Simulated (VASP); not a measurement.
A run of VASP 6.6.1 is set up as follows.

Contents of POSCAR:

```
Hf
1.0
    3.2003135624      0.0000000000      0.0000000000
   -1.6001567812      2.7715528451      0.0000000000
    0.0000000000      0.0000000000      5.0493120879
Hf
2
Direct
    0.3333333333      0.6666666667      0.7500000000
    0.6666666667      0.3333333333      0.2500000000
```

Contents of INCAR.step1:

```
SYSTEM = Hf
PREC = Accurate
ENCUT = 520
ISMEAR = 0
SIGMA = 0.05
LREAL = .False.
LASPH = .True.
NELM = 80
NBANDS = 17
GGA = PE
ALGO = Normal
EDIFF = 1E-4
LWAVE = .True.
LCHARG = .False.
```

File INCAR.step2:

```
SYSTEM = Hf
PREC = Accurate
ENCUT = 520
EDIFF = 1E-6
ISMEAR = 0
SIGMA = 0.05
LREAL = .False.
LASPH = .True.
NELM = 80
ALGO = Normal
ISIF = 2
LWAVE = .False.
LCHARG = .False.
METAGGA = R2SCAN
LMIXTAU = .True.
NBANDS = 17
ISTART = 1
```

File KPOINTS:

```
Automatic mesh
0
Gamma
  16 16 8
  0 0 0
```

Potentials or basis: VASP PAW PBE potentials, release 64 (Hf_pv).

Launch:

```bash
$ cat potpaw_PBE.64/Hf_pv/POTCAR > POTCAR
$ cp INCAR.step1 INCAR
$ mpirun -np 1 vasp_std > vasp.out
$ cp INCAR.step2 INCAR
$ mpirun -np 1 vasp_std > vasp.out
```

Q: Predict the band gap on the k mesh.

A: Zero (band 10 reaches 6.15 eV, above the bottom of band 11 at 4.41 eV).

Q: What does it give for the pressure?

A: -0.8 GPa.

Stress tensor (GPa, compression positive):
```
-0.73  0.00  0.00
 0.00 -0.73  0.00
 0.00  0.00 -0.86
```

Caveat: the PAW data sets were made with another functional, which shifts forces and pressure a little; spin-orbit coupling is left out, which moves the levels of the heavy elements.
